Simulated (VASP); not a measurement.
Write the native input for VASP 6.6.1 that does the following.

* Task: relaxation of cell and atoms
* Functional: PBE
* Potentials or basis: VASP PAW PBE potentials, release 64 (Cu, Mo_sv)
* Cutoff: 600 eV
* k mesh: 4 × 4 × 4
* Occupations: gaussian, width 0.1 eV
* Spin: no spin polarisation
* Dipole correction: no
* Further INCAR settings: ALGO = Normal; EDIFF = 1e-06; IBRION = 2; EDIFFG = -0.04; NSW = 90; ISIF = 3

The structure of CuMo4 lies in POSCAR:

```
CuMo4
1.0
    4.4592079900      0.0000000000      0.0000000000
    0.0000000000      4.4592079900      0.0000000000
    0.0000000000      0.0000000000      4.4592079900
Cu Mo
1 4
Direct
    0.0000000000      0.0000000000      0.0000000000
    0.5000000000      0.0000000000      0.0000000000
    0.0000000000      0.5000000000      0.0000000000
    0.0000000000      0.0000000000      0.5000000000
    0.5000000000      0.5000000000      0.5000000000
```

These files were run (other wordings do the same):

INCAR

```
SYSTEM = CuMo4
PREC = Accurate
ENCUT = 600
EDIFF = 1E-6
ISMEAR = 0
SIGMA = 0.1
LREAL = .FALSE.
LASPH = .TRUE.
NELM = 100
ALGO = Normal
ISIF = 3
LWAVE = .FALSE.
LCHARG = .FALSE.
GGA = PE
IBRION = 2
NSW = 90
EDIFFG = -0.04
```

KPOINTS

```
Automatic mesh
0
G
  4 4 4
  0 0 0
```

Potentials or basis: VASP PAW PBE potentials, release 64 (Cu, Mo_sv).

Run with:

```sh
$ cat potpaw_PBE.64/Cu/POTCAR potpaw_PBE.64/Mo_sv/POTCAR > POTCAR
$ mpirun -np 1 vasp_std > vasp.out
```

Results of the run:

| Property | Result |
| --- | --- |
| Pressure after relaxing | 0.1 GPa |

Caveat: the relaxation stopped at its first step, so nothing moved.

Run time: 28 s on 1 thread of Intel(R) Xeon(R) Platinum 8488C (Sapphire Rapids), on a shared host, peak memory 0.21 GiB.
